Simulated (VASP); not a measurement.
**Hf: single point with r2SCAN**

The system is Hf.

```
CELL_PARAMETERS angstrom
0.00000 2.22000 2.22000
2.33100 0.00000 2.22000
2.33100 2.22000 0.00000
ATOMIC_POSITIONS crystal
Hf 0.00000 0.00000 0.00000
```

This cell differs from its parent crystal: strain +0.0500 x Voigt [1, 0, 0, 0, 0, 0].

| Item | Value |
| --- | --- |
| Program | VASP 6.6.1 |
| Task | single point |
| Functional | r2SCAN |
| Potentials or basis | VASP PAW PBE potentials, release 64 (Hf_pv) |
| Cutoff | 520 eV |
| k mesh | 18 × 18 × 18 |
| Occupations | gaussian, width 0.15 eV |
| Spin | no spin polarisation |
| Dipole correction | no |
| Further INCAR settings | ALGO = Normal; EDIFF = 1e-06; NBANDS = 11 |

| Item | Value |
| --- | --- |
| Pressure | -2.8 GPa |
| Band gap on the k mesh | zero (bands 5 and 6 overlap by 2.01 eV) |

Stress tensor (GPa, compression positive):
```
-4.71  0.00  0.00
 0.00 -1.91  0.00
 0.00  0.00 -1.91
```

Levels at points of the mesh, in eV from the Fermi level:
```csv
k point,band 3,band 4,band 5,band 6,band 7,band 8
"(0.00, 0.00, 0.00)",-31.22,-7.45,1.23,1.80,1.80,4.06
"(0.50, 0.00, 0.00)",-31.29,-3.64,0.30,1.11,1.73,6.34
"(0.50, 0.50, 0.00)",-31.47,-3.17,-2.09,2.59,6.49,6.73
"(0.00, 0.50, 0.50)",-31.45,-3.28,-1.97,1.77,6.63,7.05
```

Run time: 2.3 min on 1 thread of Intel(R) Xeon(R) Platinum 8488C (Sapphire Rapids) (shared host), peak memory 0.24 GiB.

Caveat: the cell differs from its parent crystal (strain +0.0500 x Voigt [1, 0, 0, 0, 0, 0]); the PAW data sets were made with another functional, which shifts forces and pressure a little; spin-orbit coupling is left out, which moves the levels of the heavy elements.
